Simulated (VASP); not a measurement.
Runs of VASP 6.6.1 on TiC. The structure is that of space group Fm-3m (No. 225), or close to it. The cells are those of the table. 

```tsv
cell	gap on the mesh (eV)	pressure (GPa)
a = 3.061, b = 3.061, c = 3.106 Å, angles 59.5, 59.5, 61.0°, 2 atoms	none	-2.2
a = 3.061, b = 3.061, c = 3.014 Å, angles 60.5, 60.5, 59.0°, 2 atoms	none	5.5
a = 3.015, b = 3.015, c = 2.969 Å, angles 60.5, 60.5, 59.0°, 2 atoms	none	(a)
a = 2.992, b = 2.992, c = 2.969 Å, angles 60.3, 60.3, 59.5°, 2 atoms	none	23.6
```

Alike in all rows: task single point; level PBE; potentials or basis VASP PAW PBE potentials, release 64 (Ti_sv, C); no spin polarisation; k mesh 18 × 18 × 18; cutoff (eV) 520; smearing gaussian 0.15 eV.

Q: Estimate the missing entries.

A: (a) 19.0.

A gap of «none» marks levels without a gap at the run's occupations.
